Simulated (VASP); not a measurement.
Set up this calculation in VASP 6.6.1, as the native input.

| Property | Result |
| --- | --- |
| Task | single point |
| Functional | PBE |
| Potentials or basis | VASP PAW PBE potentials, release 64 (Rh_pv) |
| Cutoff | 520 eV |
| k mesh | 12 × 12 × 2 |
| Occupations | gaussian, width 0.1 eV |
| Spin | no spin polarisation |
| Dipole correction | no |
| Further INCAR settings | ALGO = Normal; EDIFF = 1e-06; NBANDS = 102 |

The structure of Rh (an interface model) lies in POSCAR:

```
Rh
1.0
    2.7082034564      0.0000000000      0.0000000000
   -1.3541017282      2.3453729919      0.0000000000
    0.0000000000      0.0000000000     26.5348663514
Rh
12
Direct
    0.0000000000      0.0000000000      0.0000000000
    0.3333333333      0.6666666667      0.0833333333
    0.6666666667      0.3333333333      0.1666666667
    0.0000000000      1.0000000000      0.2500000000
    0.3333333333      0.6666666667      0.3333333333
    0.6666666667      0.3333333333      0.4166666667
    0.3333333333      0.6666666667      0.9166666667
    0.6666666667      0.3333333333      0.8333333333
    0.0000000000      1.0000000000      0.7500000000
    0.3333333333      0.6666666667      0.6666666667
    0.6666666667      0.3333333333      0.5833333333
    0.0000000000      1.0000000000      0.5000000000
```

One way to write it, as run:

INCAR

```
SYSTEM = Rh
PREC = Accurate
ENCUT = 520
EDIFF = 1E-6
ISMEAR = 0
SIGMA = 0.1
LREAL = .FALSE.
LASPH = .TRUE.
NELM = 80
ALGO = Normal
ISIF = 2
LWAVE = .FALSE.
LCHARG = .FALSE.
GGA = PE
NBANDS = 102
```

KPOINTS

```
regular mesh
0
G
  12 12 2
  0 0 0
```

Potentials or basis: VASP PAW PBE potentials, release 64 (Rh_pv).

Launch:

```sh
$ cat potpaw_PBE.64/Rh_pv/POTCAR > POTCAR
$ mpirun -np 1 vasp_std > vasp.out
```

Results of the run:

```
Pressure               : 0.1 GPa
Largest force          : 0.084 eV/Å
Band gap on the k mesh : zero (bands 90 and 91 overlap by 1.81 eV)
```

Caveat: the highest band is partly filled, so the run has too few bands.

Run time: 17 min on 1 thread of Intel(R) Xeon(R) Platinum 8259CL CPU @ 2.50GHz (Skylake/Cascade Lake), on a shared host, peak memory 0.53 GiB.
